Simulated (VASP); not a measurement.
A run of VASP 6.6.1:

File POSCAR:

```
Au
1.0
   -1.6158372750      1.6158372750      1.6987007250
    1.6158372750     -1.6158372750      1.6987007250
    1.6158372750      1.6158372750     -1.6987007250
Au
1
Direct
    0.0000000000      0.0000000000      0.0000000000
```

Contents of INCAR.step1:

```
SYSTEM = Au
  ALGO = Normal
  EDIFF = 1E-4
  ENCUT = 520
  GGA = PE
  ISMEAR = 0
  LASPH = .True.
  LCHARG = .False.
  LREAL = .False.
  LWAVE = .True.
  NBANDS = 12
  NELM = 100
  PREC = Accurate
  SIGMA = 0.15
```

Contents of INCAR.step2:

```
SYSTEM = Au
  ALGO = Normal
  EDIFF = 1E-6
  ENCUT = 520
  ISIF = 2
  ISMEAR = 0
  ISTART = 1
  LASPH = .True.
  LCHARG = .False.
  LMIXTAU = .True.
  LREAL = .False.
  LWAVE = .False.
  METAGGA = R2SCAN
  NBANDS = 12
  NELM = 100
  PREC = Accurate
  SIGMA = 0.15
```

The input KPOINTS:

```
k-points
0
Gamma
  20 20 20
  0 0 0
```

Potentials or basis: VASP PAW PBE potentials, release 64 (Au).

The run is started by

```sh
$ cat potpaw_PBE.64/Au/POTCAR > POTCAR
$ cp INCAR.step1 INCAR
$ mpirun -np 1 vasp_std > vasp.out
$ cp INCAR.step2 INCAR
$ mpirun -np 1 vasp_std > vasp.out
```

Hardware: 1 thread of Intel Xeon 8259CL, on a shared host.

Problem. Estimate the wall time of this run.

Solution. Wall time 8.1 min on 1 thread of Intel Xeon 8259CL (shared host), peak memory 0.25 GiB. Counts: k points 641.
